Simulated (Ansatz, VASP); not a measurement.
**TiC: VASP beside Ansatz**

INCAR

```
SYSTEM = TiC
  ALGO = Normal
  EDIFF = 1E-7
  ENCUT = 520
  GGA = PE
  ISIF = 2
  ISMEAR = 0
  LASPH = .TRUE.
  LCHARG = .FALSE.
  LREAL = .FALSE.
  LWAVE = .FALSE.
  NBANDS = 15
  NELM = 60
  PREC = Accurate
  SIGMA = 0.15
```

KPOINTS

```
k-points
0
G
  18 18 18
  0 0 0
```

Contents of POSCAR:

```
TiC
1.0
    0.0000000000      2.1640000000      2.1964600000
    2.1640000000      0.0000000000      2.1964600000
    2.1640000000      2.1640000000      0.0000000000
Ti C
1 1
Direct
    0.0000000000      0.0000000000      0.0000000000
    0.5000000000      0.5000000000      0.5000000000
```

Input for Ansatz:

```yaml
crystal:
  lattice:
    - [0.0, 2.164, 2.19646]
    - [2.164, 0.0, 2.19646]
    - [2.164, 2.164, 0.0]
  atoms:
    - { symbol: Ti, position: [0.0, 0.0, 0.0] }
    - { symbol: C, position: [0.5, 0.5, 0.5] }
basis:
  ecutwfc: 420
kpoints:
  mp_grid: { grid: [18, 18, 18] }
hamiltonian:
  xc: pbe
scf:
  occupations: { method: gaussian, width: 0.15 }
output:
  forces: true
  stress: true
  eigenvalues: true
```

Change from the starting cell: strain +0.000 along x and y, +0.015 along z, atoms carried along.

Alike in both runs: task single point; functional PBE; k mesh 18 × 18 × 18; occupations gaussian, width 0.15 eV; no spin polarisation.

|  | VASP | Ansatz |
| --- | --- | --- |
| version | VASP 6.6.1 | Ansatz 0.2.0 |
| potentials or method | VASP PAW PBE potentials, release 64 (Ti_sv, C), cutoff 520 eV | scalar-relativistic, plane waves, PAW |
| valence electrons in the cell | 16 | 16 |

|  | VASP | Ansatz | Ansatz less VASP |
| --- | --- | --- | --- |
| gap on the k mesh at the Fermi level (eV) | none | none | - |
| pressure (GPa) | -2.5 | -2.7 | -0.22 |
| traceless stress, the component that is largest in VASP (GPa) | -3.60 | -3.56 | +0.030 |

A gap of «none» marks a metal or a gap that the smearing closes.
